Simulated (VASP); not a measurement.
BN, 16 atoms in the cell. The typed cell holds 16 atoms: a = 5.106 Å, b = 5.106 Å, c = 6.792 Å, α = 90.00°, β = 90.00°, γ = 120.00°.  This cell differs from its parent crystal: dynamics (nvt langevin) at 1800 K, volume x 1.06, from the last frame before.

| Property | Result |
| --- | --- |
| Program | VASP 6.6.1 |
| Task | single point |
| Functional | PBE |
| Dispersion | D3(BJ) |
| Potentials or basis | VASP PAW PBE potentials, release 64 (B, N) |
| Cutoff | 520 eV |
| k mesh | 3 × 3 × 2, shifted |
| Occupations | fermi-dirac, width 0.1551 eV |
| Spin | no spin polarisation |
| Dipole correction | no |
| Further INCAR settings | LREAL = Auto; ALGO = Normal; EDIFF = 1e-07; NBANDS = 46 |

Potentials or basis: VASP PAW PBE potentials, release 64 (B, N).

Launch:

```console
$ cat potpaw_PBE.64/B/POTCAR potpaw_PBE.64/N/POTCAR > POTCAR
$ mpirun -np 1 vasp_std > vasp.out
```

Hardware: 1 thread of Intel(R) Xeon(R) Platinum 8559C (Emerald Rapids), on a shared host.

Task: Estimate the wall time of this run.

Result: It took 99 s on 1 thread of Intel(R) Xeon(R) Platinum 8559C (Emerald Rapids), with other jobs on the host, peak memory 0.28 GiB. Counts: scf iterations 16, k points 9.
